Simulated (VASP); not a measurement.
A run of VASP 6.6.1 is set up as follows.

INCAR

```
SYSTEM = Al2GaAs3
ALGO     = Normal         ! electronic algorithm
EDIFF    = 1E-6           ! SCF threshold, eV
ENCUT    = 520            ! plane-wave cutoff, eV
GGA      = PE             ! functional
ISIF     = 2              ! what is computed and relaxed
ISMEAR   = 0              ! smearing method
LASPH    = .True.         ! aspherical terms in the spheres
LCHARG   = .True.         ! write CHGCAR
LELF     = .True.         ! ELF
LREAL    = .False.        ! projectors in reciprocal space
LVHAR    = .True.       
LWAVE    = .False.        ! write WAVECAR
NBANDS   = 26             ! bands
NELM     = 80             ! most SCF steps
PREC     = Accurate       ! precision mode
SIGMA    = 0.02           ! smearing width, eV
```

KPOINTS

```
k-points
0
Gamma
  10 10 10
  0 0 0
```

The input POSCAR:

```
Al2GaAs3
1.0
   -2.0277636895      2.0277636895      8.5980649509
    2.0277636895     -2.0277636895      8.5980649509
    2.0277636895      2.0277636895     -8.5980649509
Al Ga As
2 1 3
Direct
    0.8332137706      0.8332137706      0.0000000000
    0.1667862294      0.1667862294      0.0000000000
    0.5000000000      0.5000000000      0.0000000000
    0.4160980732      0.9160980732      0.5000000000
    0.0839019268      0.5839019268      0.5000000000
    0.7500000000      0.2500000000      0.5000000000
```

Potentials or basis: VASP PAW PBE potentials, release 64 (Al, Ga_d, As).

Command:

```console
$ cat potpaw_PBE.64/Al/POTCAR potpaw_PBE.64/Ga_d/POTCAR potpaw_PBE.64/As/POTCAR > POTCAR
$ mpirun -np 1 vasp_std > vasp.out
```

Q: Predict the band gap on the k mesh.

A: 1.11 eV.

Q: What does it give for the pressure?

A: 0.2 GPa.

A k mesh can miss the band edges.
